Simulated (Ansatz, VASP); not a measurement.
## CaHfO in VASP and in Ansatz

The input INCAR:

```
SYSTEM = CaHfO
PREC = Accurate
ENCUT = 600
EDIFF = 1E-7
ISMEAR = 0
SIGMA = 0.1
LREAL = .False.
LASPH = .True.
NELM = 100
ALGO = Fast
ISIF = 3
LWAVE = .False.
LCHARG = .False.
GGA = PE
IBRION = 2
NSW = 90
EDIFFG = -0.04
```

The input KPOINTS:

```
Automatic mesh
0
Gamma
  6 6 4
  0 0 0
```

Contents of POSCAR:

```
CaHfO
1.0
    3.5747410923      0.0000000000      0.0000000000
    0.0000000000      3.5747410923      0.0000000000
    0.0000000000      0.0000000000      4.2534691163
Ca Hf O
1 1 1
Direct
    0.0000000000      0.0000000000      0.0000000000
    0.5000000000      0.5000000000      0.5000000000
    0.5000000000      0.5000000000      0.0000000000
```

Input for Ansatz:

```yaml
crystal:
  lattice:
    - [3.5747410923, 0.0, 0.0]
    - [0.0, 3.5747410923, 0.0]
    - [0.0, 0.0, 4.2534691163]
  atoms:
    - { symbol: Ca, position: [0.0, 0.0, 0.0] }
    - { symbol: Hf, position: [0.5, 0.5, 0.5] }
    - { symbol: O, position: [0.5, 0.5, 0.0] }
basis:
  ecutwfc: 420
kpoints:
  mp_grid: { grid: [6, 6, 4] }
hamiltonian:
  xc: pbe
scf:
  occupations: { method: gaussian, width: 0.1 }
  lower_state_search: "off"
output:
  forces: true
  stress: true
  eigenvalues: true
relax:
  adjacent_minimum: "off"
  f_tol: 0.04
  max_steps: 70
  cell: { stress_tol: 0.4 }
```

Alike in both runs: task relaxation of cell and atoms; functional PBE; k mesh 6 × 6 × 4; occupations gaussian, width 0.1 eV; no spin polarisation.

|  | VASP | Ansatz |
| --- | --- | --- |
| version | VASP 6.6.1 | Ansatz 0.2.0 |
| potentials or method | VASP PAW PBE potentials, release 64 (Ca_sv, Hf_pv, O), cutoff 600 eV | scalar-relativistic, plane waves, PAW |
| valence electrons in the cell | 26 | 42 |

```tsv
	VASP	Ansatz	Ansatz less VASP
gap on the k mesh at the Fermi level, each at its own relaxed structure (eV)	none	none	-
relaxed volume (Å³/atom)	18.09	18.12	+0.027
relaxed length of the cell vector where the two differ most in proportion (Å)	4.231	4.253	+0.0227
```

A gap of «none» marks a metal or a gap that the smearing closes. VASP's potentials hold 26 valence electrons a cell and Ansatz's 42, so a difference there can come from the potentials and not from the codes.

The k mesh is coarse, so the values compare programs but aren't converged. Neither program's run includes spin-orbit coupling.
